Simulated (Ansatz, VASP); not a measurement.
# One calculation of GaP, two programs

The input POSCAR:

```
GaP
1.0
    0.0000000000      2.7258124900      2.7258124900
    2.7258124900      0.0000000000      2.7258124900
    2.7258124900      2.7258124900      0.0000000000
Ga P
1 1
Direct
    0.0000000000      0.0000000000      0.0000000000
    0.7500000000      0.7500000000      0.7500000000
```

INCAR.step1

```
SYSTEM = GaP
PREC = Accurate
ENCUT = 520
ISMEAR = 0
SIGMA = 0.1
LREAL = .False.
LASPH = .True.
NELM = 100
NBANDS = 16
GGA = PE
ALGO = Normal
EDIFF = 1E-4
LWAVE = .True.
LCHARG = .False.
```

The input INCAR.step2:

```
SYSTEM = GaP
PREC = Accurate
ENCUT = 520
EDIFF = 1E-6
ISMEAR = 0
SIGMA = 0.1
LREAL = .False.
LASPH = .True.
NELM = 100
ALGO = Normal
ISIF = 2
LWAVE = .False.
LCHARG = .True.
METAGGA = R2SCAN
LMIXTAU = .True.
LELF = .True.
LVHAR = .True.
NBANDS = 16
ISTART = 1
```

The input KPOINTS:

```
Automatic mesh
0
Gamma
  6 6 6
  0 0 0
```

Input for Ansatz:

```yaml
crystal:
  lattice:
    - [0.0, 2.72581249, 2.72581249]
    - [2.72581249, 0.0, 2.72581249]
    - [2.72581249, 2.72581249, 0.0]
  atoms:
    - { symbol: Ga, position: [0.0, 0.0, 0.0] }
    - { symbol: P, position: [0.75, 0.75, 0.75] }
basis:
  ecutwfc: 500
kpoints:
  mp_grid: { grid: [6, 6, 6] }
hamiltonian:
  xc: r2scan
  pseudopotentials: { kind: paw, azcp: { folder: soft_1 } }
scf:
  occupations: { method: gaussian, width: 0.1 }
output:
  forces: true
  stress: true
  eigenvalues: true
```

Alike in both runs: task single point; functional r2SCAN; k mesh 6 × 6 × 6; occupations gaussian, width 0.1 eV; no spin polarisation.

```csv
,VASP,Ansatz
version,VASP 6.6.1,Ansatz 0.2.0
potentials or method,"VASP PAW PBE potentials, release 64 (Ga_d, P), cutoff 520 eV","scalar-relativistic, plane waves, PAW"
valence electrons in the cell,18,18
```

|  | VASP | Ansatz | Ansatz less VASP |
| --- | --- | --- | --- |
| gap on the k mesh at the Fermi level (eV) | 1.91 | 1.91 | -0.004 |
| least direct gap on the mesh (eV) | 2.34 | 2.36 | +0.023 |
| pressure (GPa) | 0.0 | 0.0 | +0.07 |

VASP's potentials were made for PBE, not for r2SCAN. With one functional, cell and mesh, what is left measures potentials, basis and numerics.
